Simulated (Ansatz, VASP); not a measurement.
# KSi3: VASP beside Ansatz

File INCAR:

```
SYSTEM = KSi3
PREC = Accurate
ENCUT = 520
EDIFF = 1E-6
ISMEAR = 0
SIGMA = 0.1
LREAL = .False.
LASPH = .True.
NELM = 80
ALGO = Normal
ISIF = 2
LWAVE = .False.
LCHARG = .False.
GGA = PE
NBANDS = 18
```

File KPOINTS:

```
regular mesh
0
Gamma
  6 6 6
  0 0 0
```

POSCAR

```
KSi3
1.0
   -1.7926713500      1.7926713500      4.4362751800
    1.7926713500     -1.7926713500      4.4362751800
    1.7926713500      1.7926713500     -4.4362751800
K Si
1 3
Direct
    0.0000000000      0.0000000000      0.0000000000
    0.3798992300      0.3798992300      0.0000000000
    0.7500000000      0.2500000000      0.5000000000
    0.6201007700      0.6201007700      0.0000000000
```

Input for Ansatz:

```yaml
crystal:
  lattice:
    - [-1.79267135, 1.79267135, 4.43627518]
    - [1.79267135, -1.79267135, 4.43627518]
    - [1.79267135, 1.79267135, -4.43627518]
  atoms:
    - { symbol: K, position: [0.0, 0.0, 0.0] }
    - { symbol: Si, position: [0.37989923, 0.37989923, 0.0] }
    - { symbol: Si, position: [0.75, 0.25, 0.5] }
    - { symbol: Si, position: [0.62010077, 0.62010077, 0.0] }
basis:
  ecutwfc: 420
kpoints:
  mp_grid: { grid: [6, 6, 6] }
hamiltonian:
  xc: pbe
scf:
  occupations: { method: gaussian, width: 0.1 }
  lower_state_search: "off"
output:
  forces: true
  stress: true
  eigenvalues: true
```

Alike in both runs: task single point; functional PBE; k mesh 6 × 6 × 6; occupations gaussian, width 0.1 eV; no spin polarisation.

|  | VASP | Ansatz |
| --- | --- | --- |
| version | VASP 6.6.1 | Ansatz 0.2.0 |
| potentials or method | VASP PAW PBE potentials, release 64 (K_sv, Si), cutoff 520 eV | scalar-relativistic, plane waves, PAW |
| valence electrons in the cell | 21 | 21 |

VASP gave:

| Quantity | Value |
| --- | --- |
| gap on the k mesh at the Fermi level (eV) | none |
| rms of the force components (eV/Å) | 0.135 |

Q: Estimate Ansatz's values.

A: gap on the k mesh at the Fermi level (eV): none; rms of the force components (eV/Å): 0.123.

Atom by atom the forces differ by 0.013 eV/Å (rms over components). A gap of «none» marks a metal or a gap that the smearing closes.

The k mesh is coarse, so the values compare programs but aren't converged.
